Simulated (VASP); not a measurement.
## HC18F: single point with PBE+D3(BJ)

Slab: HC18F, a slab with vacuum.

```xyz
20
Lattice="7.3980 0.0000 0.0000 -3.6990 6.4069 0.0000 0.0000 0.0000 13.0000" Properties=species:S:1:pos:R:3 pbc="T T T"
C     0.0447    0.0155    0.9331
C     1.2891    0.7222    0.9318
C    -1.1879    2.1512    0.9331
C     0.0561    2.8586    0.9330
C    -2.4213    4.2873    0.9315
C    -1.1764    4.9936    0.9325
C     2.5103    0.0151    0.9317
C     3.7556    0.7201    0.9331
C     1.2756    2.1508    0.9327
C     2.5205    2.8593    0.9345
C     0.0444    4.2868    0.9334
C     1.2888    4.9937    0.9331
C     4.9768    0.0152    0.9334
C     6.2217    0.7224    0.9339
C     3.7444    2.1506    0.9366
C     4.9906    2.8591    0.9325
C     2.5101    4.2887    0.9328
C     3.7555    4.9942    0.9319
F     3.3835    2.3802    4.0623
H     3.3923    2.3602    3.1232
```

```yaml
Program: VASP 6.6.1
Task: single point
Functional: PBE
Dispersion: D3(BJ)
Potentials_or_basis: VASP PAW PBE potentials, release 64 (C, F, H)
Cutoff: 520 eV
k_mesh: 2 × 2 × 1
Occupations: gaussian, width 0.02 eV
Spin: no spin polarisation
```

```json
{"Largest force": "0.285 eV/Å", "Band gap on the k mesh": "0.13 eV, direct", "Dispersion energy per atom": "-0.085 eV"}
```

Forces in eV/Å, atoms in the order of the input:
```
C   -0.001  0.001  0.002
C   -0.003 -0.010  0.000
C    0.003 -0.004  0.002
C    0.009  0.000  0.000
C   -0.006  0.003 -0.001
C   -0.008 -0.003 -0.001
C   -0.002  0.003 -0.001
C   -0.002 -0.001 -0.004
C    0.008  0.002 -0.001
C   -0.001  0.001  0.005
C    0.005  0.000  0.000
C    0.004 -0.003  0.001
C    0.002  0.003  0.002
C    0.000 -0.004  0.000
C   -0.007  0.003  0.006
C    0.000  0.002 -0.001
C    0.001  0.006 -0.004
C    0.000 -0.001 -0.002
F   -0.006  0.009  0.281
H    0.002 -0.005 -0.285
```

Levels at points of the mesh, in eV from the valence-band top:
```csv
k point,band 37,band 38,band 39,band 40,band 41,band 42,band 43,band 44
"(0.00, 0.00, 0.00)",-3.16,-2.80,-0.06,0.00,0.13,0.16,3.48,4.60
"(0.50, 0.00, 0.00)",-2.60,-2.56,-2.53,-2.34,1.82,2.45,2.52,2.62
"(0.00, 0.50, 0.00)",-2.61,-2.56,-2.53,-2.32,1.79,2.44,2.51,2.64
"(0.50, 0.50, 0.00)",-2.60,-2.59,-2.56,-2.20,1.58,2.55,2.59,2.60
```

It took 9.5 min on 1 thread of AMD EPYC 7R43 64-Core Processor (Zen 3), on a shared host, peak memory 0.58 GiB.

Caveat: the k points lie up to 0.49 Å⁻¹ apart.
